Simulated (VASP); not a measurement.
Wanted: the native input for a VASP 6.6.1 run.

```
Task                   : single point
Functional             : PBE
Potentials or basis    : VASP PAW PBE potentials, release 64 (Nb_sv)
Cutoff                 : 520 eV
k mesh                 : 16 × 16 × 9
Occupations            : fermi-dirac, width 0.05 eV
Spin                   : no spin polarisation
Dipole correction      : no
Further INCAR settings : ALGO = Normal; EDIFF = 1e-06; NBANDS = 20
```

The structure of Nb lies in POSCAR:

```
Nb
1.0
    2.8683794126      0.0000000000      0.0000000000
   -1.4341897063      2.4840894390      0.0000000000
    0.0000000000      0.0000000000      5.2394386757
Nb
2
Direct
    0.3333333333      0.6666666667      0.2500000000
    0.6666666667      0.3333333333      0.7500000000
```

This isn't the form of Nb at room conditions, which is bcc.

These files were run (other wordings do the same):

INCAR

```
ALGO = Normal
EDIFF = 1E-6
ENCUT = 520
GGA = PE
ISIF = 2
ISMEAR = -1
LASPH = T
LCHARG = T
LELF = T
LREAL = F
LVHAR = T
LWAVE = F
NBANDS = 20
NELM = 60
PREC = Accurate
SIGMA = 0.05
```

KPOINTS

```
k-points
0
Gamma
  16 16 9
```

Potentials or basis: VASP PAW PBE potentials, release 64 (Nb_sv).

Command:

```sh
$ cat potpaw_PBE.64/Nb_sv/POTCAR > POTCAR
$ mpirun -np 1 vasp_std > vasp.out
```

It gave:

```json
{
  "Pressure": "-0.3 GPa",
  "Band gap on the k mesh": "zero (bands 13 and 14 overlap by 2.38 eV)"
}
```

Wall time 38 s on 1 thread of Intel(R) Xeon(R) 6975P-C (Granite Rapids), with other jobs on the host, peak memory 0.22 GiB.
